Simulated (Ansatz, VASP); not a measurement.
One calculation of SiC, two programs

Contents of INCAR:

```
PREC     = Accurate       # precision mode
ENCUT    = 520            # plane-wave cutoff, eV
EDIFF    = 1E-6           # SCF threshold, eV
ISMEAR   = -1             # smearing method
SIGMA    = 0.08           # smearing width, eV
LREAL    = False          # projectors in reciprocal space
LASPH    = True           # aspherical terms in the spheres
NELM     = 80             # most SCF steps
ALGO     = Normal         # electronic algorithm
ISIF     = 2              # what is computed and relaxed
LWAVE    = False          # write WAVECAR
LCHARG   = False          # write CHGCAR
GGA      = PE             # functional
NBANDS   = 16             # bands
```

Contents of KPOINTS:

```
regular mesh
0
Gamma
  15 15 8
```

Contents of POSCAR:

```
SiC
1.0
    3.0759982064      0.0461399731      0.0461399731
   -1.4980407144      2.6408226022      0.0168884023
    0.0757200000      0.0757200000      5.0480000000
Si C
2 2
Direct
    0.3333333333      0.6666666667      0.0000000000
    0.6666666667      0.3333333333      0.5000000000
    0.3333333333      0.6666666667      0.3850000000
    0.6666666667      0.3333333333      0.8850000000
```

Input for Ansatz:

```yaml
crystal:
  lattice:
    - [3.0759982064, 0.0461399731, 0.0461399731]
    - [-1.4980407144, 2.6408226022, 0.0168884023]
    - [0.07572, 0.07572, 5.048]
  atoms:
    - { symbol: Si, position: [0.3333333333, 0.6666666667, 0.0] }
    - { symbol: Si, position: [0.6666666667, 0.3333333333, 0.5] }
    - { symbol: C, position: [0.3333333333, 0.6666666667, 0.385] }
    - { symbol: C, position: [0.6666666667, 0.3333333333, 0.885] }
kpoints:
  mp_grid: { grid: [15, 15, 8] }
  band_path:
    path:
      - [0.0, 0.0, 0.0]
      - [0.0, -0.5, 0.0]
      - [0.0, 0.0, 0.5]
      - [0.0, 0.0, 0.0]
      - [-0.5, 0.0, 0.0]
      - [-0.5, 0.5, -0.5]
      - [0.0, 0.0, 0.0]
      - [-0.5, 0.0, -0.5]
      - [-0.5, 0.5, 0.0]
    npoints: 5
scf:
  occupations: { method: fermi_dirac, width: 0.08 }
hamiltonian:
  xc: pbe
  pseudopotentials: { kind: all_electron, lapw: { basis_error: 0.001 } }
output:
  forces: true
  stress: true
  eigenvalues: true
```

Change from the starting cell: equal xy, yz and zx shear strains of +3 %.

Alike in both runs: task single point; functional PBE; k mesh 15 × 15 × 8; occupations fermi-dirac, width 0.08 eV; no spin polarisation.

|  | VASP | Ansatz |
| --- | --- | --- |
| version | VASP 6.6.1 | Ansatz 0.2.0 |
| potentials or method | VASP PAW PBE potentials, release 64 (Si, C), cutoff 520 eV | all-electron LAPW, scalar-relativistic |

Ansatz gave:

* pressure (GPa): 4.0
* traceless stress, the component that is largest in VASP (GPa): -7.34
* rms of the force components (eV/Å): 0.491

Problem. Which values does VASP return?

Solution. Pressure (GPa): 4.0; traceless stress, the component that is largest in VASP (GPa): -7.37; rms of the force components (eV/Å): 0.491.

Atom by atom the forces differ by 0.001 eV/Å (rms over components). Ansatz ran all-electron here, and VASP with PAW potentials.
